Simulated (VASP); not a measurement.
Input of a VASP 6.6.1 run:

INCAR

```
SYSTEM = As3Ru
  PREC = Accurate
  ENCUT = 600
  EDIFF = 1E-6
  ISMEAR = 0
  SIGMA = 0.1
  LREAL = .FALSE.
  LASPH = .TRUE.
  NELM = 100
  ALGO = Normal
  ISIF = 3
  LWAVE = .FALSE.
  LCHARG = .FALSE.
  GGA = PE
  IBRION = 2
  NSW = 100
  EDIFFG = -0.01
```

KPOINTS

```
Automatic mesh
0
G
  9 9 8
  0 0 0
```

The input POSCAR:

```
As3Ru
1.0
    6.3031377806      0.0000000000      0.0000000000
   -3.1515688903      5.4586774415      0.0000000000
    0.0000000000      0.0000000000      4.2819591951
As Ru
6 2
Direct
    0.8061670852      0.6123341704      0.2500000000
    0.1938329148      0.8061670852      0.7500000000
    0.3876658296      0.1938329148      0.2500000000
    0.1938329148      0.3876658296      0.7500000000
    0.8061670852      0.1938329148      0.2500000000
    0.6123341704      0.8061670852      0.7500000000
    0.3333333333      0.6666666667      0.2500000000
    0.6666666667      0.3333333333      0.7500000000
```

Potentials or basis: VASP PAW PBE potentials, release 64 (As, Ru_pv).

The run is started by

```bash
$ cat potpaw_PBE.64/As/POTCAR potpaw_PBE.64/Ru_pv/POTCAR > POTCAR
$ mpirun -np 1 vasp_std > vasp.out
```

Question: Estimate the space group after relaxing (to 0.05 Å).

Answer: P6_3/mmc (No. 194).

Question: Predict the band gap on the k mesh.

Answer: Zero (band 29 reaches 6.97 eV, above the bottom of band 30 at 5.42 eV).

Question: What does it give for the relaxed volume?

Answer: 19.25 Å³/atom.

Question: Predict the relaxed cell.

Answer: a = 6.567 Å, b = 6.567 Å, c = 4.123 Å, α = 90.00°, β = 90.00°, γ = 120.00°.

Stress tensor (GPa, compression positive):
```
-0.02  0.00  0.00
 0.00 -0.02  0.00
 0.00  0.00  0.07
```
